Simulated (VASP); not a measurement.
# BeS (P6_3/mmc) in VASP: further runs

BeS is run at these levels: PBE; tasks: G0W0 quasiparticle levels.

Everything below comes from runs of VASP 6.6.1. Logs are shortened: lines on timing, memory, paths and dates and some standing lists are left out, and cuts for length are marked.

## Step 1: The cell of the first run

The structure is hexagonal, space group P6_3/mmc (No. 194). Conventional cell: a = 3.462 Å, b = 3.462 Å, c = 6.992 Å, α = 90.00°, β = 90.00°, γ = 120.00°. Be (site symmetry -6m2) has 3 S at 2.00 Å within 2.6 Å. Within 2.6 Å of S (site symmetry -6m2) lie 3 Be at 2.00 Å.

## Step 2: G0W0 quasiparticle levels, PBE

POSCAR

```
BeS
1.0
    3.4621570637      0.0000000000      0.0000000000
   -1.7310785319      2.9983159691      0.0000000000
    0.0000000000      0.0000000000      6.9924321555
Be S
2 2
Direct
    0.3333333333      0.6666666667      0.2500000000
    0.6666666667      0.3333333333      0.7500000000
    0.6666666667      0.3333333333      0.2500000000
    0.3333333333      0.6666666667      0.7500000000
```

INCAR.step1

```
ALGO = Normal ; EDIFF = 1E-8
ENCUT = 500 ; GGA = PE
ISMEAR = 0 ; LASPH = T
LCHARG = F ; LREAL = F
LWAVE = T ; NELM = 60
PREC = Accurate ; SIGMA = 0.01
```

INCAR.step2

```
ALGO = Exact ; EDIFF = 1E-8
ENCUT = 500 ; GGA = PE
ISMEAR = 0 ; ISTART = 1
LASPH = T ; LCHARG = F
LOPTICS = T ; LREAL = F
LWAVE = T ; NBANDS = 125
NELM = 1 ; PREC = Accurate
SIGMA = 0.01
```

INCAR.step3

```
ALGO = EVGW0 ; EDIFF = 1E-8
ENCUT = 500 ; ENCUTGW = 80.0
GGA = PE ; ISMEAR = 0
ISTART = 1 ; LASPH = T
LCHARG = F ; LREAL = F
LWAVE = F ; NBANDS = 125
NBANDSGW = 16 ; NELMGW = 1
NOMEGA = 96 ; OMEGAMAX = 20
PREC = Accurate ; PRECFOCK = Fast
SIGMA = 0.01
```

KPOINTS

```
k-points
0
Gamma
  6 6 2
```

Potentials or basis: VASP PAW PBE potentials, release 64 (Be_GW, S_GW).

The run is started by

```bash
$ cat potpaw_PBE.64/Be_GW/POTCAR potpaw_PBE.64/S_GW/POTCAR > POTCAR
$ cp INCAR.step1 INCAR
$ mpirun -np 1 vasp_std > vasp.out
$ cp INCAR.step2 INCAR
$ mpirun -np 1 vasp_std > vasp.out
$ cp INCAR.step3 INCAR
$ mpirun -np 1 vasp_std > vasp.out
```

OUTCAR:

```text
EDIFF = 1E-8
   ENCUT = 500
   ENCUTGW = 80.0
   GGA = PE
   ISMEAR = 0
   ISTART = 1
   LASPH = T
   LREAL = F
   NELMGW = 1
   PREC = Accurate
   PRECFOCK = Fast

 ion  position               nearest neighbor table
   1  0.333  0.667  0.250-   3 2.00   3 2.00   3 2.00
   2  0.667  0.333  0.750-   4 2.00   4 2.00   4 2.00
   3  0.667  0.333  0.250-   1 2.00   1 2.00   1 2.00
   4  0.333  0.667  0.750-   2 2.00   2 2.00   2 2.00

  LATTYP: Found a hexagonal cell.
 ALAT       =     3.4621570637
 C/A-ratio  =     2.0196750254

  Lattice vectors:

 A1 = (   3.4621570637,   0.0000000000,   0.0000000000)
 A2 = (  -1.7310785319,   2.9983159691,   0.0000000000)
 A3 = (   0.0000000000,   0.0000000000,   6.9924321555)

Analysis of symmetry for initial positions (statically):
=====================================================================
 Subroutine PRICEL returns:
 Original cell was already a primitive cell.

 Routine SETGRP: Setting up the symmetry group for a
 hexagonal supercell.

 Subroutine GETGRP returns: Found 24 space group operations
 (whereof 12 operations were pure point group operations)
 out of a pool of 24 trial point group operations.

The static configuration has the point symmetry D_3d.
 The point group associated with its full space group is D_6h.

Analysis of symmetry for dynamics (positions and initial velocities):
=====================================================================
 Subroutine PRICEL returns:
 Original cell was already a primitive cell.

 Routine SETGRP: Setting up the symmetry group for a
 hexagonal supercell.

 Subroutine GETGRP returns: Found 24 space group operations
 (whereof 12 operations were pure point group operations)
 out of a pool of 24 trial point group operations.

The dynamic configuration has the point symmetry D_3d.
 The point group associated with its full space group is D_6h.

 Subroutine INISYM returns: Found 24 space group operations
 (whereof 12 operations are pure point group operations),
 and found     1 'primitive' translations

[... 63 lines left out ...]
  0.166667 -0.000000  0.500000      6.000000
  0.333333 -0.000000  0.500000      6.000000
  0.500000 -0.000000  0.500000      3.000000
  0.166667  0.166667  0.500000      6.000000
  0.333333  0.166667  0.500000     12.000000
  0.333333  0.333333  0.500000      2.000000
   k-points           NKPTS =     14   k-points in BZ     NKDIM =     72   number of bands    NBANDS=    125
   number of dos      NEDOS =    301   number of ions     NIONS =      4
   total plane-waves  NPLWV =  42336
   dimension x,y,z NGX =    28 NGY =   28 NGZ =   54
   dimension x,y,z NGXF=    56 NGYF=   56 NGZF=  108
   ions per type =               2   2
   NGX,Y,Z   is equivalent  to a cutoff of  13.45, 13.45, 12.84 a.u.
   NGXF,Y,Z  is equivalent  to a cutoff of  26.89, 26.89, 25.68 a.u.
 SYSTEM =  unknown system
   PREC   = accura    normal or accurate (medium, high low for compatibility)
   ISTART =      1    job   : 0-new  1-cont  2-samecut
   ICHARG =      0    charge: 1-file 2-atom 10-const
   ISPIN  =      1    spin polarized calculation?
   LNONCOLLINEAR =      F non collinear calculations
   LSORBIT =      F    spin-orbit coupling
   LASPH  =      T    aspherical Exc in radial PAW
   ENCUT  =  500.0 eV  36.75 Ry    6.06 a.u.   6.31  6.31 12.75*2*pi/ulx,y,z
   NELM   =     60;   NELMIN=  2; NELMDL=  0     # of ELM steps
   EDIFF  = 0.1E-07   stopping-criterion for ELM
   LREAL  =      F    real-space projection
   EDIFFG = 0.1E-06   stopping-criterion for IOM
   NSW    =      0    number of steps for IOM
   IBRION =     -1    ionic relax: 0-MD 1-quasi-New 2-CG
   NFREE  =      0    steps in history (QN), initial steepest desc. (CG)
   ISIF   =      0    stress and relaxation
   ISYM   =      3    0-nonsym 1-usesym 2-fastsym
   POTIM  = 0.5000    time-step for ionic-motion
   TEBEG  =    0.0;   TEEND  =   0.0 temperature during run
   PSTRESS=    0.0 pullay stress
   NELECT =      16.0000    total number of electrons
   NUPDOWN=      -1.0000    fix difference up-down
   EMIN   =  10.00;   EMAX   =-10.00  energy-range for DOS
   EFERMI =   0.00;   METHOD = LEGACY
   ISMEAR =     0;   SIGMA  =   0.01  broadening in eV -4-tet -1-fermi 0-gaus
   EFERMI_NEDOS =   21; number of points for ismear=-14 and -15
   IALGO  =     38    algorithm
   IMIX   =      4    mixing-type and parameters
     AMIX     =   0.40;   BMIX     =  1.00
     AMIX_MAG =   1.60;   BMIX_MAG =  1.00
  volume/ion in A,a.u.               =      18.15       122.46
  Fermi-wavevector in a.u.,A,eV,Ry     =   0.988927  1.868800 13.306166  0.977976
  Thomas-Fermi vector in A             =   2.120488
   LORBIT       =      0    0 simple, 1 ext, 2 COOP (PROOUT), +10 PAW based schemes
   GGA     = PE    functional components
   LHFCALC =     T    Hartree Fock is set to
   PRECFOCK=fast      Normal, Fast or Accurate (Low or Medium for compatibility)
   ENCUT4O =  -1.0   cutoff for four orbital integrals eV
   NKREDX  =     1    reduce k-point grid by
   NKREDY  =     1    reduce k-point grid by
   NKREDZ  =     1    reduce k-point grid by
   AEXX    =    1.0000 exact exchange contribution
   HFSCREEN=    0.0000 screening length (either q_TF or 0.3 A-1)
   HFSCREENC=   0.0000 screening length for correlation (either q_TF or 0.3 A-1)
   ENCUTFOCK=  -1.0 apply spherical cutoff to Coloumb kernel
   IVDW    =     0    specifies the selected vdW correction
   LEPSILON=     F    determine dielectric tensor
   LRPA    =     F    only Hartree local field effects (RPA)
   LRPAFORCE           =     F    calculate RPA forces
   ENCUTGW             =  80.0    cutoff for response function in eV
   ENCUTGWSOFT         =  64.0    soft cutoff for Coulomb kernel in GW response function in eV
   ENCUTLF             =  -1.0    cutoff for local field effects
   NELMGW              =     1    number of iterations in solving QP/BSE equation
   NELMHF              =     1    number of iterations in the inner HF iteration
   NKREDLFX            =     1    NKREDLFY  =   1   NKREDLFZ  =   1
 non-spin polarized calculation
 Gauss-broadening in eV      SIGMA  =   0.01
  energy-cutoff  :      500.00
  volume of cell :       72.59
 maximum number of plane-waves:      1874
 NGX is ok and might be reduce to    28
  NGX = 14; NGY = 14; NGZ = 28
   NGX = 13   NGY = 13   NGZ = 25
 maximum number of plane-waves:       137
 NGX is ok and might be reduce to    14

 QP shifts <psi_nk| G(iteration)W_0 |psi_nk>: iteration 1
 for sc-GW calculations column KS-energies equals QP-energies in previous step
 and V_xc(KS)=  KS-energies - (<T + V_ion + V_H > + <T+V_H+V_ion>^1  + <V_x>^1)

 k-point   1 :       0.0000    0.0000    0.0000
  band No.  KS-energies  QP-energies   sigma(KS)   V_xc(KS)     V^pw_x(r,r')   Z            occupation Imag(sigma)

      1     -11.1909     -11.8558     -13.9485     -12.9757     -21.2995       0.6835       2.0000       1.2678
      2     -10.7553     -11.3724     -14.2749     -13.3783     -21.5168       0.6882       2.0000       1.1699
      3      -2.1211      -3.2666     -11.7109     -10.1154     -14.6969       0.7180       2.0000       0.1183
      4       0.5275      -0.3125     -14.4872     -13.4084     -16.5988       0.7787       2.0000       0.0438
      5       0.5275      -0.3125     -14.4872     -13.4084     -16.5988       0.7787       2.0000       0.0438
      6       0.7172      -0.1246     -14.2320     -13.1422     -16.3569       0.7725       2.0000       0.0468
[... 255 lines left out ...]
      2      -9.8007     -10.3238     -14.6355     -13.8768     -21.5745       0.6895       2.0000       0.9789
      3      -2.6393      -3.7270     -13.2654     -11.7960     -16.1747       0.7402       2.0000       0.0829
      4      -2.6393      -3.7270     -13.2654     -11.7960     -16.1747       0.7402       2.0000       0.0829
      5      -2.5638      -3.7390     -13.4816     -11.8860     -16.5209       0.7366       2.0000       0.0854
      6      -2.5638      -3.7390     -13.4816     -11.8860     -16.5209       0.7366       2.0000       0.0854
[... 8 lines left out ...]
     15      11.4649      12.5700      -9.3798     -10.8685      -4.2772       0.7423       0.0000      -0.1445
     16      11.4649      12.5700      -9.3798     -10.8685      -4.2772       0.7423       0.0000      -0.1445
```

OUTCAR.step2:

```text
EDIFF = 1E-8
   ENCUT = 500
   GGA = PE
   ISMEAR = 0
[... 876 lines left out ...]
  --------------------------------------------------------------------------------------------------------------
     0.00000     5.15275     5.15275     4.24462    -0.00000    -0.00000     0.00000
     1.04857     5.25918     5.25918     4.32937    -0.00000    -0.00000     0.00000
     2.09715     5.63182     5.63182     4.63054    -0.00000    -0.00000     0.00000
     3.14572     6.52227     6.52227     5.37907    -0.00000    -0.00000     0.00000
     4.19430     9.95647     9.95647     8.64108    -0.00000    -0.00000     0.00000
     5.24287     2.79372     2.79372    -0.08752    -0.00000    -0.00000     0.00000
[... 92 lines left out ...]
   102.76029     0.97266     0.97266     0.97267     0.00000     0.00000    -0.00000
   103.80886     0.97324     0.97324     0.97326     0.00000     0.00000    -0.00000
```

It took 7.7 min on 1 thread of AMD EPYC 9R45 (Zen 5), shared host; peak memory 1.3 GiB.

Results:

| Item | Value |
| --- | --- |
| Quasiparticle gap | 5.53 eV |
| Least direct quasiparticle gap | 5.71 eV |
| Band gap of the starting levels on the mesh | 4.16 eV |
| Least direct gap of the starting levels on the mesh | 4.30 eV |

Caveat: the k points lie up to 0.45 Å⁻¹ apart; bands, screening cutoff and mesh are small and nothing is extrapolated, so the quasiparticle values aren't converged.

## Step 3: G0W0 quasiparticle levels, PBE

POSCAR is that of step 2.

INCAR.step1

```
ALGO = Normal
EDIFF = 1E-8
ENCUT = 500
GGA = PE
ISMEAR = 0
LASPH = True
LCHARG = False
LREAL = False
LWAVE = True
NELM = 80
PREC = Accurate
SIGMA = 0.01
```

INCAR.step2

```
ALGO = Exact
EDIFF = 1E-8
ENCUT = 500
GGA = PE
ISMEAR = 0
ISTART = 1
LASPH = True
LCHARG = False
LOPTICS = True
LREAL = False
LWAVE = True
NBANDS = 281
NELM = 1
PREC = Accurate
SIGMA = 0.01
```

INCAR.step3

```
ALGO = EVGW0
EDIFF = 1E-8
ENCUT = 500
ENCUTGW = 140.0
GGA = PE
ISMEAR = 0
ISTART = 1
LASPH = True
LCHARG = False
LREAL = False
LWAVE = False
NBANDS = 281
NBANDSGW = 16
NELMGW = 1
NOMEGA = 96
OMEGAMAX = 20
PREC = Accurate
PRECFOCK = Fast
SIGMA = 0.01
```

KPOINTS is that of step 2.

Potentials or basis: VASP PAW PBE potentials, release 64 (Be_GW, S_GW).

The run is started by

```bash
$ cat potpaw_PBE.64/Be_GW/POTCAR potpaw_PBE.64/S_GW/POTCAR > POTCAR
$ cp INCAR.step1 INCAR
$ mpirun -np 1 vasp_std > vasp.out
$ cp INCAR.step2 INCAR
$ mpirun -np 1 vasp_std > vasp.out
$ cp INCAR.step3 INCAR
$ mpirun -np 1 vasp_std > vasp.out
```

OUTCAR:

```text
EDIFF = 1E-8
   ENCUT = 500
   ENCUTGW = 140.0
   GGA = PE
   ISMEAR = 0
   ISTART = 1
   LASPH = True
   LREAL = False
   NELMGW = 1
   PREC = Accurate
   PRECFOCK = Fast

 ion  position               nearest neighbor table
   1  0.333  0.667  0.250-   3 2.00   3 2.00   3 2.00
   2  0.667  0.333  0.750-   4 2.00   4 2.00   4 2.00
   3  0.667  0.333  0.250-   1 2.00   1 2.00   1 2.00
   4  0.333  0.667  0.750-   2 2.00   2 2.00   2 2.00

  LATTYP: Found a hexagonal cell.
 ALAT       =     3.4621570637
 C/A-ratio  =     2.0196750254

  Lattice vectors:

 A1 = (   3.4621570637,   0.0000000000,   0.0000000000)
 A2 = (  -1.7310785319,   2.9983159691,   0.0000000000)
 A3 = (   0.0000000000,   0.0000000000,   6.9924321555)

Analysis of symmetry for initial positions (statically):
=====================================================================
 Subroutine PRICEL returns:
 Original cell was already a primitive cell.

 Routine SETGRP: Setting up the symmetry group for a
 hexagonal supercell.

[... 139 lines left out ...]
   LHFCALC =     T    Hartree Fock is set to
   PRECFOCK=fast      Normal, Fast or Accurate (Low or Medium for compatibility)
   ENCUT4O =  -1.0   cutoff for four orbital integrals eV
   NKREDX  =     1    reduce k-point grid by
   NKREDY  =     1    reduce k-point grid by
   NKREDZ  =     1    reduce k-point grid by
   AEXX    =    1.0000 exact exchange contribution
   HFSCREEN=    0.0000 screening length (either q_TF or 0.3 A-1)
   HFSCREENC=   0.0000 screening length for correlation (either q_TF or 0.3 A-1)
   ENCUTFOCK=  -1.0 apply spherical cutoff to Coloumb kernel
   IVDW    =     0    specifies the selected vdW correction
   LEPSILON=     F    determine dielectric tensor
   LRPA    =     F    only Hartree local field effects (RPA)
   LRPAFORCE           =     F    calculate RPA forces
   ENCUTGW             = 140.0    cutoff for response function in eV
   ENCUTGWSOFT         = 112.0    soft cutoff for Coulomb kernel in GW response function in eV
   ENCUTLF             =  -1.0    cutoff for local field effects
   NELMGW              =     1    number of iterations in solving QP/BSE equation
   NELMHF              =     1    number of iterations in the inner HF iteration
   NKREDLFX            =     1    NKREDLFY  =   1   NKREDLFZ  =   1
 non-spin polarized calculation
 Gauss-broadening in eV      SIGMA  =   0.01
  energy-cutoff  :      500.00
  volume of cell :       72.59
 maximum number of plane-waves:      1874
 NGX is ok and might be reduce to    28
  NGX = 14; NGY = 14; NGZ = 28
   NGX = 13   NGY = 13   NGZ = 25
 maximum number of plane-waves:       281
 NGX is ok and might be reduce to    14

 QP shifts <psi_nk| G(iteration)W_0 |psi_nk>: iteration 1
 for sc-GW calculations column KS-energies equals QP-energies in previous step
 and V_xc(KS)=  KS-energies - (<T + V_ion + V_H > + <T+V_H+V_ion>^1  + <V_x>^1)

 k-point   1 :       0.0000    0.0000    0.0000
  band No.  KS-energies  QP-energies   sigma(KS)   V_xc(KS)     V^pw_x(r,r')   Z            occupation Imag(sigma)

      1     -11.1909     -12.1205     -14.3401     -12.9757     -21.2995       0.6814       2.0000       1.2595
      2     -10.7553     -11.6588     -14.6917     -13.3783     -21.5168       0.6879       2.0000       1.1631
      3      -2.1211      -3.4074     -11.9138     -10.1154     -14.6969       0.7153       2.0000       0.1093
      4       0.5275      -0.6239     -14.8929     -13.4084     -16.5988       0.7756       2.0000       0.0343
      5       0.5275      -0.6239     -14.8929     -13.4084     -16.5988       0.7756       2.0000       0.0343
      6       0.7172      -0.4156     -14.6156     -13.1422     -16.3569       0.7688       2.0000       0.0370
[... 255 lines left out ...]
      2      -9.8007     -10.6301     -15.0816     -13.8768     -21.5745       0.6885       2.0000       0.9768
      3      -2.6393      -3.9392     -13.5570     -11.7960     -16.1747       0.7381       2.0000       0.0722
      4      -2.6393      -3.9392     -13.5570     -11.7960     -16.1747       0.7381       2.0000       0.0722
      5      -2.5638      -3.9541     -13.7791     -11.8860     -16.5209       0.7345       2.0000       0.0748
      6      -2.5638      -3.9541     -13.7791     -11.8860     -16.5209       0.7345       2.0000       0.0748
[... 8 lines left out ...]
     15      11.4649      12.3690      -9.6462     -10.8685      -4.2772       0.7397       0.0000      -0.1515
     16      11.4649      12.3690      -9.6462     -10.8685      -4.2772       0.7397       0.0000      -0.1515
```

Run time: 12 min. Hardware: 1 thread of AMD EPYC 9R45 (Zen 5), shared host; peak memory 1.4 GiB.

Results:

| Item | Value |
| --- | --- |
| Quasiparticle gap | 5.69 eV |
| Least direct quasiparticle gap | 5.86 eV |
| Band gap of the starting levels on the mesh | 4.16 eV |
| Least direct gap of the starting levels on the mesh | 4.30 eV |

Caveat: the k points lie up to 0.45 Å⁻¹ apart; bands, screening cutoff and mesh are small and nothing is extrapolated, so the quasiparticle values aren't converged.
